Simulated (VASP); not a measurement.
# BiSb2Se (P6/mmm) in VASP: further runs

BiSb2Se is run at these levels: PBE; tasks: single point, relaxation of cell and atoms.

Everything below comes from runs of VASP 6.6.1. Logs are shortened: lines on timing, memory, paths and dates and some standing lists are left out, and cuts for length are marked.

## (1) The cell of the first run

Symmetry: P6/mmm, No. 191, hexagonal system. Conventional cell: a = 3.334 Å, b = 3.334 Å, c = 11.925 Å, α = 90.00°, β = 90.00°, γ = 120.00°. Sb (site symmetry 6mm) has 1 Se at 2.79 Å and 1 Bi at 3.17 Å and 6 Sb at 3.33 Å within 3.7 Å. Within 4.2 Å of Bi (site symmetry 6/mmm) lie 2 Sb at 3.17 Å and 6 Bi at 3.33 Å. Se (site symmetry 6/mmm) has 2 Sb at 2.79 Å and 6 Se at 3.33 Å within 3.7 Å.

The cell was generated, and may not be a known phase.

## (2) Single point, PBE

File INCAR:

```
PREC = Accurate
ENCUT = 520
EDIFF = 1E-7
ISMEAR = 0
SIGMA = 0.1
LREAL = F
LASPH = T
NELM = 100
ALGO = Normal
ISIF = 2
LWAVE = F
LCHARG = T
GGA = PE
LELF = T
LVHAR = T
NBANDS = 24
```

File KPOINTS:

```
Automatic mesh
0
Gamma
  6 6 2
```

File POSCAR:

```
BiSb2Se
1.0
    3.3343917913     -0.0000000024      0.0000000000
   -1.6671958935      2.8876679986      0.0000000000
    0.0000000000      0.0000000000     11.9251070237
Sb Bi Se
2 1 1
Direct
    0.0000000000      0.0000000000      0.2342411236
    0.0000000000      0.0000000000      0.7657588764
    0.0000000000      0.0000000000      0.5000000000
    0.0000000000      0.0000000000      0.0000000000
```

Potentials or basis: VASP PAW PBE potentials, release 64 (Sb, Bi_d, Se).

The run is started by

```
cat potpaw_PBE.64/Sb/POTCAR potpaw_PBE.64/Bi_d/POTCAR potpaw_PBE.64/Se/POTCAR > POTCAR
mpirun -np 1 vasp_std > vasp.out
```

OUTCAR:

```text
PREC = Accurate
   ENCUT = 520
   EDIFF = 1E-7
   ISMEAR = 0
   LREAL = F
   LASPH = T
   NELM = 100
   ISIF = 2
   GGA = PE

 ion  position               nearest neighbor table
   1  0.000  0.000  0.234-   4 2.79   3 3.17
   2  0.000  0.000  0.766-   4 2.79   3 3.17
   3  0.000  0.000  0.500-   1 3.17   2 3.17
   4  0.000  0.000  0.000-   1 2.79   2 2.79

  LATTYP: Found a hexagonal cell.
 ALAT       =     3.3343917913
 C/A-ratio  =     3.5763964675

  Lattice vectors:

 A1 = (   3.3343917913,  -0.0000000024,   0.0000000000)
 A2 = (  -1.6671958935,   2.8876679986,   0.0000000000)
 A3 = (   0.0000000000,   0.0000000000,  11.9251070237)

Analysis of symmetry for initial positions (statically):
=====================================================================
 Subroutine PRICEL returns:
 Original cell was already a primitive cell.

 Routine SETGRP: Setting up the symmetry group for a
 hexagonal supercell.

 Subroutine GETGRP returns: Found 24 space group operations
 (whereof 24 operations were pure point group operations)
 out of a pool of 24 trial point group operations.

The static configuration has the point symmetry D_6h.

Analysis of symmetry for dynamics (positions and initial velocities):
=====================================================================
 Subroutine PRICEL returns:
 Original cell was already a primitive cell.

 Routine SETGRP: Setting up the symmetry group for a
 hexagonal supercell.

 Subroutine GETGRP returns: Found 24 space group operations
 (whereof 24 operations were pure point group operations)
 out of a pool of 24 trial point group operations.

The dynamic configuration has the point symmetry D_6h.

 Subroutine INISYM returns: Found 24 space group operations
 (whereof 24 operations are pure point group operations),
 and found     1 'primitive' translations

----------------------------------------------------------------------------------------

                                     Primitive cell

  volume of cell :     114.8223

  direct lattice vectors                    reciprocal lattice vectors
     3.334391791 -0.000000002  0.000000000     0.299904769  0.173150099  0.000000000
    -1.667195893  2.887667999  0.000000000     0.000000000  0.346300198  0.000000000
     0.000000000  0.000000000 11.925107024     0.000000000  0.000000000  0.083856690

  length of vectors
     3.334391791  3.334391791 11.925107024     0.346300198  0.346300198  0.083856690

  position of ions in fractional coordinates (direct lattice)
     0.000000000  0.000000000  0.234241124
     0.000000000  0.000000000  0.765758876
     0.000000000  0.000000000  0.500000000
     0.000000000  0.000000000  0.000000000

  ion indices of the primitive-cell ions
   primitive index   ion index
                 1           1
                 2           2
                 3           3
                 4           4

----------------------------------------------------------------------------------------

 KPOINTS: Automatic mesh

Automatic generation of k-mesh.
 Grid dimensions read from file:
 generate k-points for:    6    6    2

 Generating k-lattice:

  Cartesian coordinates                     Fractional coordinates (reciprocal lattice)
     0.049984128  0.028858350  0.000000000     0.166666667  0.000000000  0.000000000
     0.000000000  0.057716700  0.000000000     0.000000000  0.166666667  0.000000000
     0.000000000  0.000000000  0.041928345     0.000000000  0.000000000  0.500000000

  Length of vectors
     0.057716700  0.057716700  0.041928345

  Shift w.r.t. Gamma in fractional coordinates (k-lattice)
     0.000000000  0.000000000  0.000000000

 Subroutine IBZKPT returns following result:
 ===========================================

 Found     14 irreducible k-points:

 Following reciprocal coordinates:
            Coordinates               Weight
  0.000000  0.000000  0.000000      1.000000
  0.166667 -0.000000  0.000000      6.000000
  0.333333  0.000000  0.000000      6.000000
  0.500000  0.000000  0.000000      3.000000
  0.166667  0.166667  0.000000      6.000000
  0.333333  0.166667  0.000000     12.000000
  0.333333  0.333333  0.000000      2.000000
  0.000000  0.000000  0.500000      1.000000
  0.166667 -0.000000  0.500000      6.000000
  0.333333  0.000000  0.500000      6.000000
  0.500000  0.000000  0.500000      3.000000
  0.166667  0.166667  0.500000      6.000000
  0.333333  0.166667  0.500000     12.000000
  0.333333  0.333333  0.500000      2.000000
   k-points           NKPTS =     14   k-points in BZ     NKDIM =     14   number of bands    NBANDS=     24
   number of dos      NEDOS =    301   number of ions     NIONS =      4
   total plane-waves  NPLWV =  70560
   dimension x,y,z NGX =    28 NGY =   28 NGZ =   90
   dimension x,y,z NGXF=    56 NGYF=   56 NGZF=  180
   ions per type =               2   1   1
   NGX,Y,Z   is equivalent  to a cutoff of  13.96, 13.96, 12.55 a.u.
   NGXF,Y,Z  is equivalent  to a cutoff of  27.92, 27.92, 25.09 a.u.
 SYSTEM =  unknown system
   PREC   = accura    normal or accurate (medium, high low for compatibility)
   ISTART =      0    job   : 0-new  1-cont  2-samecut
   ICHARG =      2    charge: 1-file 2-atom 10-const
   ISPIN  =      1    spin polarized calculation?
   LNONCOLLINEAR =      F non collinear calculations
   LSORBIT =      F    spin-orbit coupling
   LASPH  =      T    aspherical Exc in radial PAW
   ENCUT  =  520.0 eV  38.22 Ry    6.18 a.u.   6.20  6.20 22.17*2*pi/ulx,y,z
   NELM   =    100;   NELMIN=  2; NELMDL= -5     # of ELM steps
   EDIFF  = 0.1E-06   stopping-criterion for ELM
   LREAL  =      F    real-space projection
   EDIFFG = 0.1E-05   stopping-criterion for IOM
   NSW    =      0    number of steps for IOM
   IBRION =     -1    ionic relax: 0-MD 1-quasi-New 2-CG
   NFREE  =      0    steps in history (QN), initial steepest desc. (CG)
   ISIF   =      2    stress and relaxation
   ISYM   =      2    0-nonsym 1-usesym 2-fastsym
   POTIM  = 0.5000    time-step for ionic-motion
   TEBEG  =    0.0;   TEEND  =   0.0 temperature during run
   PSTRESS=    0.0 pullay stress
   NELECT =      31.0000    total number of electrons
   NUPDOWN=      -1.0000    fix difference up-down
   EMIN   =  10.00;   EMAX   =-10.00  energy-range for DOS
   EFERMI =   0.00;   METHOD = LEGACY
   ISMEAR =     0;   SIGMA  =   0.10  broadening in eV -4-tet -1-fermi 0-gaus
   EFERMI_NEDOS =   21; number of points for ismear=-14 and -15
   IALGO  =     38    algorithm
   IMIX   =      4    mixing-type and parameters
     AMIX     =   0.40;   BMIX     =  1.00
     AMIX_MAG =   1.60;   BMIX_MAG =  1.00
  volume/ion in A,a.u.               =      28.71       193.71
  Fermi-wavevector in a.u.,A,eV,Ry     =   1.058084  1.999488 15.232280  1.119541
  Thomas-Fermi vector in A             =   2.193380
   LORBIT       =      0    0 simple, 1 ext, 2 COOP (PROOUT), +10 PAW based schemes
   GGA     = PE    functional components
   LHFCALC =     F    Hartree Fock is set to
   AEXX    =    0.0000 exact exchange contribution
   IVDW    =     0    specifies the selected vdW correction
   LEPSILON=     F    determine dielectric tensor
   LRPA    =     F    only Hartree local field effects (RPA)
 non-spin polarized calculation
 Gauss-broadening in eV      SIGMA  =   0.10
  energy-cutoff  :      520.00
  volume of cell :      114.82
 maximum number of plane-waves:      3126
 NGX is ok and might be reduce to    28
   NGX = 13   NGY = 13   NGZ = 45

 number of electron      31.0000003 magnetization

 Free energy of the ion-electron system (eV)
  ---------------------------------------------------
  ext. energy  EPLUGINS =         0.00000000
  ---------------------------------------------------
  free energy    TOTEN  =       -14.79914036 eV

  energy without entropy =      -14.78581624  energy(sigma->0) =      -14.79247830

 E-fermi :   6.4934     XC(G=0):  -9.8384

 val. band max:        6.4661633566   @ k =   0.3333   0.0000   0.0000
 cond. band min:       6.6327105055   @ k =   0.1667   0.1667   0.5000
 fundamental gap:      0.1665471489
 Fermi energy:         6.4934012055

 k-point     1 :       0.0000    0.0000    0.0000
  band No.  band energies     occupation
      1     -16.4676      2.00000
      2     -16.4576      2.00000
      3     -16.4576      2.00000
      4     -16.3000      2.00000
      5     -16.3000      2.00000
      6      -7.3850      2.00000
[... 16 lines left out ...]
     23      14.6178      0.00000
     24      15.8399      0.00000

 k-point     2 :       0.1667   -0.0000    0.0000
  band No.  band energies     occupation
      1     -16.4786      2.00000
      2     -16.4202      2.00000
      3     -16.4028      2.00000
      4     -16.3269      2.00000
      5     -16.3063      2.00000
      6      -7.0748      2.00000
[... 16 lines left out ...]
     23      14.6373      0.00000
     24      14.7332      0.00000

 k-point     3 :       0.3333    0.0000    0.0000
  band No.  band energies     occupation
      1     -16.5167      2.00000
      2     -16.3799      2.00000
      3     -16.3319      2.00000
      4     -16.3190      2.00000
      5     -16.2913      2.00000
      6      -6.3343      2.00000
[... 16 lines left out ...]
     23      12.6088      0.00000
     24      13.3758      0.00000
[... 244 lines left out ...]
 k-point    13 :       0.3333    0.1667    0.5000
  band No.  band energies     occupation
      1     -16.4713      2.00000
      2     -16.3925      2.00000
      3     -16.3391      2.00000
      4     -16.3278      2.00000
      5     -16.2622      2.00000
      6      -5.8864      2.00000
[... 16 lines left out ...]
     23      11.4858      0.00000
     24      13.8087      0.00000

 k-point    14 :       0.3333    0.3333    0.5000
  band No.  band energies     occupation
      1     -16.3740      2.00000
      2     -16.3740      2.00000
      3     -16.3527      2.00000
      4     -16.3527      2.00000
      5     -16.3181      2.00000
      6      -5.6466      2.00000
[... 16 lines left out ...]
     23      11.5742      0.00000
     24      12.0028      0.00000

------------------------ aborting loop because EDIFF is reached ----------------------------------------

  FORCE on cell =-STRESS in cart. coord.  units (eV):
  Direction    XX          YY          ZZ          XY          YZ          ZX
  --------------------------------------------------------------------------------------
  -------------------------------------------------------------------------------------
  Total       -0.0554291     -0.0554291     -0.1946124     -0.0000000     -0.0000000     -0.0000000
  in kB       -0.7734320     -0.7734320     -2.7155324     -0.0000000     -0.0000000     -0.0000000
  external PRESSURE =      -1.4207988 kB  Pullay stress =       0.0000000 kB

 VOLUME and BASIS-vectors are now :
 -----------------------------------------------------------------------------
  energy-cutoff  :      520.00
  volume of cell :      114.82
      direct lattice vectors                 reciprocal lattice vectors
     3.334391791 -0.000000002  0.000000000     0.299904769  0.173150099  0.000000000
    -1.667195893  2.887667999  0.000000000     0.000000000  0.346300198  0.000000000
     0.000000000  0.000000000 11.925107024     0.000000000  0.000000000  0.083856690

 POSITION                                       TOTAL-FORCE (eV/Angst)
 -----------------------------------------------------------------------------------
      0.00000      0.00000      2.79335        -0.000000     -0.000000     -0.001567
      0.00000      0.00000      9.13176         0.000000      0.000000      0.001567
      0.00000      0.00000      5.96255        -0.000000      0.000000      0.000000
      0.00000      0.00000      0.00000        -0.000000      0.000000      0.000000
 -----------------------------------------------------------------------------------
    total drift:                               -0.000000     -0.000000      0.000000

  FREE ENERGIE OF THE ION-ELECTRON SYSTEM (eV)
  ---------------------------------------------------
  free  energy   TOTEN  =       -14.7991403573 eV

  energy  without entropy=      -14.7858162373  energy(sigma->0) =      -14.79247830
```

It took 31 s on 1 thread of AMD EPYC 9R45 (Zen 5), shared host; peak memory 0.23 GiB.

What came out:

* Free energy: -14.7991 eV
* Pressure: -0.1 GPa
* Band gap on the k mesh: zero (an odd number of electrons rules out a gap without spin polarisation)

Stress tensor (GPa, compression positive):
```
-0.08  0.00  0.00
 0.00 -0.08  0.00
 0.00  0.00 -0.27
```

Caveat: the k points lie up to 0.36 Å⁻¹ apart, too coarse for converged energies and pressures of a metal; spin-orbit coupling is left out, which moves the levels of the heavy elements.

## (3) Single point, PBE

This run uses another cell than the first one, of 29.92 Å³/atom.

File INCAR:

```
SYSTEM = BiSb2Se
PREC     = Accurate       ! precision mode
ENCUT    = 520            ! plane-wave cutoff, eV
EDIFF    = 1E-7           ! SCF threshold, eV
ISMEAR   = 0              ! smearing method
SIGMA    = 0.1            ! smearing width, eV
LREAL    = .False.        ! projectors in reciprocal space
LASPH    = .True.         ! aspherical terms in the spheres
NELM     = 60             ! most SCF steps
ALGO     = Normal         ! electronic algorithm
ISIF     = 2              ! what is computed and relaxed
LWAVE    = .False.        ! write WAVECAR
LCHARG   = .False.        ! write CHGCAR
GGA      = PE             ! functional
NBANDS   = 24             ! bands
```

File KPOINTS:

```
regular mesh
0
Gamma
  6 6 2
  0 0 0
```

File POSCAR:

```
BiSb2Se
1.0
    3.9573750100      0.0000000000      0.0000000000
   -1.9786875000      3.4271872900      0.0000000000
    0.0000000000      0.0000000000      8.8243717800
Sb Bi Se
2 1 1
Direct
    0.0000000000      0.0000000000      0.1785369600
    0.0000000000      0.0000000000      0.8214630400
    0.0000000000      0.0000000000      0.5000000000
    0.0000000000      0.0000000000      0.0000000000
```

Potentials or basis: VASP PAW PBE potentials, release 64 (Sb, Bi_d, Se).

The run is started by

```
cat potpaw_PBE.64/Sb/POTCAR potpaw_PBE.64/Bi_d/POTCAR potpaw_PBE.64/Se/POTCAR > POTCAR
mpirun -np 1 vasp_std > vasp.out
```

Run time: 28 s. Hardware: 1 thread of AMD EPYC 9R45 (Zen 5), shared host; peak memory 0.23 GiB.

The run converged. Its results:

* Free energy: 30.6311 eV
* Pressure: 129.7 GPa
* Largest force: 88.345 eV/Å
* Band gap on the k mesh: zero (an odd number of electrons rules out a gap without spin polarisation)

Forces in eV/Å, atoms in the order of the input:
```
Sb    0.000   0.000  88.345
Sb    0.000   0.000 -88.345
Bi    0.000   0.000   0.000
Se    0.000   0.000   0.000
```

Stress tensor (GPa, compression positive):
```
  0.77   0.00   0.00
  0.00   0.77   0.00
  0.00   0.00 387.58
```

Levels at points of the mesh, in eV from the Fermi level:
| k point | band 12 | band 13 | band 14 | band 15 | band 16 | band 17 | band 18 | band 19 |
| --- | --- | --- | --- | --- | --- | --- | --- | --- |
| (0.00, 0.00, 0.00) | -6.06 | -0.70 | -0.70 | 0.76 | 1.62 | 1.62 | 2.06 | 3.47 |
| (0.50, 0.00, 0.00) | -4.84 | -4.37 | -3.40 | -1.60 | 0.27 | 0.45 | 0.79 | 3.41 |
| (0.00, 0.00, 0.50) | -3.16 | -0.88 | -0.88 | -0.37 | 1.24 | 2.35 | 2.35 | 3.48 |
| (0.50, 0.00, 0.50) | -4.77 | -2.42 | -2.07 | -1.82 | -0.68 | 0.57 | 1.04 | 1.52 |

Caveat: atoms lie so close that the PAW spheres overlap strongly, which falsifies energies and pressures; the stress differs along the axes, from 1 to 388 GPa; spin-orbit coupling is left out, which moves the levels of the heavy elements; this functional lacks dispersion, which binds layers or chains, so the pressure and a relaxed spacing across them are unreliable; forces of over 1 eV/Å act on the atoms, so gaps and moduli don't describe the material at rest.

(Part 1 of 2 ends here.)

The gap in the log of VASP goes by the Fermi energy; the results here count the filled bands.